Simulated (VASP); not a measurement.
Si, 1 atom in the cell. Symmetry: P6/mmm, No. 191, hexagonal system. The conventional cell has a = 2.498 Å, b = 2.498 Å, c = 2.618 Å, α = 90.00°, β = 90.00°, γ = 120.00°. Within 3.3 Å of Si (site symmetry 6/mmm) lie 8 Si at 2.50 to 2.62 Å.  This cell differs from its parent crystal: strain -0.050 along x and y, +0.050 along z.

```yaml
Program: VASP 6.6.1
Task: single point
Functional: r2SCAN
Potentials_or_basis: VASP PAW PBE potentials, release 64 (Si)
Cutoff: 520 eV
k_mesh: 24 × 24 × 24
Occupations: gaussian, width 0.15 eV
Spin: no spin polarisation
Dipole_correction: no
Further_INCAR_settings: ALGO = Normal; EDIFF = 1e-07; NBANDS = 8
```

Potentials or basis: VASP PAW PBE potentials, release 64 (Si).

The run is started by

```bash
$ cat potpaw_PBE.64/Si/POTCAR > POTCAR
$ cp INCAR.step1 INCAR
$ mpirun -np 1 vasp_std > vasp.out
$ cp INCAR.step2 INCAR
$ mpirun -np 1 vasp_std > vasp.out
```

Hardware: 1 thread of Intel Xeon 6975P-C, with other jobs on the host.

Problem. How long does it take, and how much memory?

Solution. Wall time 3 min on 1 thread of Intel Xeon 6975P-C, with other jobs on the host, peak memory 0.18 GiB. Counts: k points 793.
